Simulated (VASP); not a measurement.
# Li in VASP: single point with PBE

Aim: the single point of Li with PBE.

Program: VASP 6.6.1. These are calculated values, not measurements. Logs are shortened: lines on timing, memory, paths and dates and some standing lists are left out, and cuts for length are marked.

### Step 1. The cell of the first run

The typed cell holds 8 atoms: a = 5.057 Å, b = 5.908 Å, c = 5.422 Å, α = 90.00°, β = 90.00°, γ = 90.00°.

The cell was built from a structure type or drawn by symmetry, and may not be a known phase.

### Step 2. Single point, PBE

Contents of INCAR:

```
SYSTEM = Li
PREC     = Accurate       ! precision mode
ENCUT    = 520            ! plane-wave cutoff, eV
EDIFF    = 1E-7           ! SCF threshold, eV
ISMEAR   = 0              ! smearing method
SIGMA    = 0.1            ! smearing width, eV
LREAL    = .False.        ! projectors in reciprocal space
LASPH    = .True.         ! aspherical terms in the spheres
NELM     = 100            ! most SCF steps
ALGO     = Fast           ! electronic algorithm
ISIF     = 2              ! what is computed and relaxed
LWAVE    = .False.        ! write WAVECAR
LCHARG   = .True.         ! write CHGCAR
GGA      = PE             ! functional
LELF     = .True.         ! ELF
LVHAR    = .True.       
NBANDS   = 22             ! bands
```

Contents of KPOINTS:

```
Automatic mesh
0
Gamma
  10 6 8
  0 0 0
```

Contents of POSCAR:

```
Li
1.0
    5.0567312561      0.0000000000      0.0000000000
    0.0000000000      5.9083887053      0.0000000000
    0.0000000000      0.0000000000      5.4220305744
Li
8
Direct
    0.2499967864      0.6249851147      0.0000000000
    0.2499993539      0.6249954757      0.5000000000
    0.7500032136      0.3750148853      0.0000000000
    0.7500006461      0.3750045243      0.5000000000
    0.2500032136      0.1249851147      0.5000000000
    0.2500006461      0.1249954757      0.0000000000
    0.7499993539      0.8750045243      0.0000000000
    0.7499967864      0.8750148853      0.5000000000
```

Potentials or basis: VASP PAW PBE potentials, release 64 (Li_sv).

The run is started by

```bash
> cat potpaw_PBE.64/Li_sv/POTCAR > POTCAR
> mpirun -np 1 vasp_std > vasp.out
```

OUTCAR:

```text
SYSTEM = Li
   PREC = Accurate
   ENCUT = 520
   EDIFF = 1E-7
   ISMEAR = 0
   LREAL = .False.
   LASPH = .True.
   NELM = 100
   ISIF = 2
   GGA = PE

 ion  position               nearest neighbor table
   1  0.250  0.625  0.000-
   2  0.250  0.625  0.500-
   3  0.750  0.375  0.000-
   4  0.750  0.375  0.500-
   5  0.250  0.125  0.500-
   6  0.250  0.125  0.000-
   7  0.750  0.875  0.000-
   8  0.750  0.875  0.500-

  LATTYP: Found a simple orthorhombic cell.
 ALAT       =     5.0567312561
 B/A-ratio  =     1.0722402081
 C/A-ratio  =     1.1684205480

  Lattice vectors:

 A1 = (  -5.0567312561,   0.0000000000,   0.0000000000)
 A2 = (   0.0000000000,   0.0000000000,   5.4220305744)
 A3 = (   0.0000000000,   5.9083887053,   0.0000000000)

Analysis of symmetry for initial positions (statically):
=====================================================================
 Subroutine PRICEL returns following result:

  LATTYP: Found a base centered orthorhombic cell.
 ALAT       =     5.4220305744
 B/A-ratio  =     1.0897003667
 C/A-ratio  =     0.9326268428

  Lattice vectors:

 A1 = (  -0.0000065343,  -2.9541943527,  -2.7110152872)
 A2 = (   0.0000065343,   2.9541943527,  -2.7110152872)
 A3 = (   5.0567312561,   0.0000000000,   0.0000000000)

   2 primitive cells build up your supercell.

 Routine SETGRP: Setting up the symmetry group for a
 simple orthorhombic supercell.

 Subroutine GETGRP returns: Found  8 space group operations
 (whereof  4 operations were pure point group operations)
 out of a pool of  8 trial point group operations.

The static configuration has the point symmetry C_2h.
 The point group associated with its full space group is D_2h.

Analysis of symmetry for dynamics (positions and initial velocities):
=====================================================================
 Subroutine PRICEL returns following result:

  LATTYP: Found a base centered orthorhombic cell.
 ALAT       =     5.4220305744
 B/A-ratio  =     1.0897003667
 C/A-ratio  =     0.9326268428

  Lattice vectors:

 A1 = (  -0.0000065343,  -2.9541943527,  -2.7110152872)
 A2 = (   0.0000065343,   2.9541943527,  -2.7110152872)
 A3 = (   5.0567312561,   0.0000000000,   0.0000000000)

   2 primitive cells build up your supercell.

 Routine SETGRP: Setting up the symmetry group for a
 simple orthorhombic supercell.

 Subroutine GETGRP returns: Found  8 space group operations
 (whereof  4 operations were pure point group operations)
 out of a pool of  8 trial point group operations.

The dynamic configuration has the point symmetry C_2h.
 The point group associated with its full space group is D_2h.

 Subroutine INISYM returns: Found  8 space group operations
 (whereof  4 operations are pure point group operations),
 and found     2 'primitive' translations

----------------------------------------------------------------------------------------

                                     Primitive cell

  volume of cell :      80.9974

  direct lattice vectors                    reciprocal lattice vectors
    -0.000006534 -2.954194353 -2.711015287     0.000000000 -0.169250882 -0.184432748
     0.000006534  2.954194353 -2.711015287     0.000000000  0.169250882 -0.184432748
     5.056731256  0.000000000  0.000000000     0.197756208 -0.000000437  0.000000000

  length of vectors
     4.009597007  4.009597007  5.056731256     0.250322392  0.250322392  0.197756208

  position of ions in fractional coordinates (direct lattice)
     0.375014885  0.624985115  0.249995171
     0.875004524  0.124995476  0.250000323
     0.624985115  0.375014885  0.750002244
     0.124995476  0.875004524  0.749997093

  ion indices of the primitive-cell ions
   primitive index   ion index
                 1           1
                 2           6
                 3           3
                 4           7

----------------------------------------------------------------------------------------

 KPOINTS: Automatic mesh

Automatic generation of k-mesh.
 Grid dimensions read from file:
 generate k-points for:   10    6    8

 Generating k-lattice:

  Cartesian coordinates                     Fractional coordinates (reciprocal lattice)
     0.019775621  0.000000000  0.000000000     0.100000000  0.000000000  0.000000000
     0.000000000  0.028208480  0.000000000     0.000000000  0.166666667  0.000000000
     0.000000000  0.000000000  0.023054094     0.000000000  0.000000000  0.125000000

  Length of vectors
     0.019775621  0.028208480  0.023054094

  Shift w.r.t. Gamma in fractional coordinates (k-lattice)
     0.000000000  0.000000000  0.000000000

 Subroutine IBZKPT returns following result:
 ===========================================

 Found    120 irreducible k-points:

 Following reciprocal coordinates:
            Coordinates               Weight
  0.000000  0.000000  0.000000      1.000000
  0.100000  0.000000  0.000000      2.000000
  0.200000  0.000000  0.000000      2.000000
  0.300000  0.000000  0.000000      2.000000
  0.400000  0.000000  0.000000      2.000000
  0.500000  0.000000  0.000000      1.000000
[... 16 lines left out ...]
  0.400000  0.500000  0.000000      2.000000
  0.500000  0.500000  0.000000      1.000000
 [... further k-points ...]
   k-points           NKPTS =    120   k-points in BZ     NKDIM =    120   number of bands    NBANDS=     22
   number of dos      NEDOS =    301   number of ions     NIONS =      8
   total plane-waves  NPLWV =  76800
   dimension x,y,z NGX =    40 NGY =   48 NGZ =   40
   dimension x,y,z NGXF=    80 NGYF=   96 NGZF=   80
   ions per type =               8
   NGX,Y,Z   is equivalent  to a cutoff of  13.15, 13.51, 12.26 a.u.
   NGXF,Y,Z  is equivalent  to a cutoff of  26.30, 27.01, 24.53 a.u.
 SYSTEM =  Li
   PREC   = accura    normal or accurate (medium, high low for compatibility)
   ISTART =      0    job   : 0-new  1-cont  2-samecut
   ICHARG =      2    charge: 1-file 2-atom 10-const
   ISPIN  =      1    spin polarized calculation?
   LNONCOLLINEAR =      F non collinear calculations
   LSORBIT =      F    spin-orbit coupling
   LASPH  =      T    aspherical Exc in radial PAW
   ENCUT  =  520.0 eV  38.22 Ry    6.18 a.u.   9.40 10.99 10.08*2*pi/ulx,y,z
   NELM   =    100;   NELMIN=  2; NELMDL= -5     # of ELM steps
   EDIFF  = 0.1E-06   stopping-criterion for ELM
   LREAL  =      F    real-space projection
   EDIFFG = 0.1E-05   stopping-criterion for IOM
   NSW    =      0    number of steps for IOM
   IBRION =     -1    ionic relax: 0-MD 1-quasi-New 2-CG
   NFREE  =      0    steps in history (QN), initial steepest desc. (CG)
   ISIF   =      2    stress and relaxation
   ISYM   =      2    0-nonsym 1-usesym 2-fastsym
   POTIM  = 0.5000    time-step for ionic-motion
   TEBEG  =    0.0;   TEEND  =   0.0 temperature during run
   PSTRESS=    0.0 pullay stress
   NELECT =      24.0000    total number of electrons
   NUPDOWN=      -1.0000    fix difference up-down
   EMIN   =  10.00;   EMAX   =-10.00  energy-range for DOS
   EFERMI =   0.00;   METHOD = LEGACY
   ISMEAR =     0;   SIGMA  =   0.10  broadening in eV -4-tet -1-fermi 0-gaus
   EFERMI_NEDOS =   21; number of points for ismear=-14 and -15
   IALGO  =     68    algorithm
   IMIX   =      4    mixing-type and parameters
     AMIX     =   0.40;   BMIX     =  1.00
     AMIX_MAG =   1.60;   BMIX_MAG =  1.00
  volume/ion in A,a.u.               =      20.25       136.65
  Fermi-wavevector in a.u.,A,eV,Ry     =   0.866253  1.636982 10.209743  0.750395
  Thomas-Fermi vector in A             =   1.984615
   LORBIT       =      0    0 simple, 1 ext, 2 COOP (PROOUT), +10 PAW based schemes
   GGA     = PE    functional components
   LHFCALC =     F    Hartree Fock is set to
   AEXX    =    0.0000 exact exchange contribution
   IVDW    =     0    specifies the selected vdW correction
   LEPSILON=     F    determine dielectric tensor
   LRPA    =     F    only Hartree local field effects (RPA)
 non-spin polarized calculation
 RMM-DIIS sequential band-by-band and
 Gauss-broadening in eV      SIGMA  =   0.10
  energy-cutoff  :      520.00
  volume of cell :      161.99
 maximum number of plane-waves:      4400
 NGX is ok and might be reduce to    40
   NGX = 19   NGY = 21   NGZ = 21

 number of electron      24.0000070 magnetization

 Free energy of the ion-electron system (eV)
  ---------------------------------------------------
  ext. energy  EPLUGINS =         0.00000000
  ---------------------------------------------------
  free energy    TOTEN  =       -14.72648009 eV

  energy without entropy =      -14.70707331  energy(sigma->0) =      -14.71677670

 E-fermi :   0.5742     XC(G=0):  -7.0453

 val. band max:        0.5720373173   @ k =   0.3000   0.5000   0.3750
 cond. band min:       0.5804070133   @ k =   0.5000   0.3333   0.5000
 fundamental gap:      0.0083696959
 Fermi energy:         0.5741525598

 k-point     1 :       0.0000    0.0000    0.0000
  band No.  band energies     occupation
      1     -46.0571      2.00000
      2     -46.0377      2.00000
      3     -46.0377      2.00000
      4     -46.0367      2.00000
      5     -46.0343      2.00000
      6     -46.0165      2.00000
[... 14 lines left out ...]
     21       4.6966      0.00000
     22       4.6984      0.00000

 k-point     2 :       0.1000    0.0000    0.0000
  band No.  band energies     occupation
      1     -46.0566      2.00000
      2     -46.0377      2.00000
      3     -46.0377      2.00000
      4     -46.0372      2.00000
      5     -46.0338      2.00000
      6     -46.0166      2.00000
[... 14 lines left out ...]
     21       4.5044      0.00000
     22       4.5522      0.00000

 k-point     3 :       0.2000    0.0000    0.0000
  band No.  band energies     occupation
      1     -46.0551      2.00000
      2     -46.0387      2.00000
      3     -46.0377      2.00000
      4     -46.0377      2.00000
      5     -46.0325      2.00000
      6     -46.0175      2.00000
[... 14 lines left out ...]
     21       4.4834      0.00000
     22       4.4852      0.00000

 k-point     4 :       0.3000    0.0000    0.0000
  band No.  band energies     occupation
      1     -46.0529      2.00000
      2     -46.0409      2.00000
      3     -46.0376      2.00000
      4     -46.0376      2.00000
      5     -46.0305      2.00000
      6     -46.0196      2.00000
[... 14 lines left out ...]
     21       4.4034      0.00000
     22       4.4036      0.00000

 k-point     5 :       0.4000    0.0000    0.0000
  band No.  band energies     occupation
      1     -46.0501      2.00000
      2     -46.0438      2.00000
      3     -46.0376      2.00000
      4     -46.0376      2.00000
      5     -46.0278      2.00000
      6     -46.0221      2.00000
[... 417 lines left out ...]
 k-point    22 :       0.3000    0.5000    0.0000
  band No.  band energies     occupation
      1     -46.0465      2.00000
      2     -46.0465      2.00000
      3     -46.0381      2.00000
      4     -46.0381      2.00000
      5     -46.0246      2.00000
      6     -46.0246      2.00000
[... 14 lines left out ...]
     21       5.1055      0.00000
     22       5.1059      0.00000

 k-point    23 :       0.4000    0.5000    0.0000
  band No.  band energies     occupation
      1     -46.0445      2.00000
      2     -46.0445      2.00000
      3     -46.0401      2.00000
      4     -46.0401      2.00000
      5     -46.0228      2.00000
      6     -46.0228      2.00000
[... 14 lines left out ...]
     21       5.8390      0.00000
     22       5.8440      0.00000

 k-point    24 :       0.5000    0.5000    0.0000
  band No.  band energies     occupation
      1     -46.0423      2.00000
      2     -46.0423      2.00000
      3     -46.0423      2.00000
      4     -46.0423      2.00000
      5     -46.0208      2.00000
      6     -46.0208      2.00000
[... 14 lines left out ...]
     21       6.4744      0.00000
     22       6.4745      0.00000

 [... further k-points ...]

------------------------ aborting loop because EDIFF is reached ----------------------------------------

  FORCE on cell =-STRESS in cart. coord.  units (eV):
  Direction    XX          YY          ZZ          XY          YZ          ZX
  --------------------------------------------------------------------------------------
  -------------------------------------------------------------------------------------
  Total       -0.0419382     -0.0605767     -0.1091193      0.0000000      0.0000000      0.0000000
  in kB       -0.4147811     -0.5991224     -1.0792230      0.0000000      0.0000000      0.0000000
  external PRESSURE =      -0.6977088 kB  Pullay stress =       0.0000000 kB

 VOLUME and BASIS-vectors are now :
 -----------------------------------------------------------------------------
  energy-cutoff  :      520.00
  volume of cell :      161.99
      direct lattice vectors                 reciprocal lattice vectors
     5.056731256  0.000000000  0.000000000     0.197756208  0.000000000  0.000000000
     0.000000000  5.908388705  0.000000000     0.000000000  0.169250882  0.000000000
     0.000000000  0.000000000  5.422030574     0.000000000  0.000000000  0.184432748

 POSITION                                       TOTAL-FORCE (eV/Angst)
 -----------------------------------------------------------------------------------
      1.26417      3.69265      0.00000        -0.000000      0.000135      0.000000
      1.26418      3.69272      2.71102         0.000000     -0.000022     -0.000000
      3.79256      2.21573      0.00000        -0.000000     -0.000135      0.000000
      3.79255      2.21567      2.71102         0.000000      0.000022     -0.000000
      1.26420      0.73846      2.71102        -0.000000      0.000135     -0.000000
      1.26419      0.73852      0.00000         0.000000     -0.000022     -0.000000
      3.79255      5.16987      0.00000         0.000000      0.000022     -0.000000
      3.79253      5.16993      2.71102         0.000000     -0.000135      0.000000
 -----------------------------------------------------------------------------------
    total drift:                               -0.012154      0.007250     -0.000000

  FREE ENERGIE OF THE ION-ELECTRON SYSTEM (eV)
  ---------------------------------------------------
  free  energy   TOTEN  =       -14.7264800878 eV

  energy  without entropy=      -14.7070733085  energy(sigma->0) =      -14.71677670
```

Wall time 5.6 min (1 thread of Intel Xeon 6975P-C (Granite Rapids), shared host); peak memory 0.43 GiB.

What came out:

* Free energy: -14.7265 eV
* Band gap on the k mesh: zero (bands 12 and 13 overlap by 1.35 eV)

Levels at points of the mesh, in eV from the Fermi level:
```tsv
k point	band 9	band 10	band 11	band 12	band 13	band 14	band 15	band 16
(0.00, 0.00, 0.00)	-3.49	-0.62	-0.37	-0.37	-0.11	2.09	2.88	3.41
(0.50, 0.00, 0.00)	-2.41	-2.41	-0.18	-0.18	0.80	0.80	2.71	2.71
(0.00, 0.50, 0.00)	-2.70	-2.70	0.42	0.42	0.96	0.96	2.51	2.52
(0.50, 0.50, 0.00)	-1.63	-1.63	-1.63	-1.63	1.82	1.82	1.82	1.82
(0.00, 0.00, 0.50)	-2.55	-2.55	0.73	0.73	0.73	0.73	1.11	1.11
(0.50, 0.00, 0.50)	-1.41	-1.41	-1.41	-1.41	1.05	1.05	1.05	1.05
(0.00, 0.50, 0.50)	-1.71	-1.71	-1.71	-1.71	2.17	2.17	2.17	2.17
(0.50, 0.50, 0.50)	-0.59	-0.59	-0.59	-0.59	-0.59	-0.59	-0.59	-0.59
```

Caveat: the cutoff is under 1.25 times the usual one of these potentials, so pressure, stress and relaxed cells hold a basis-set (Pulay) error.
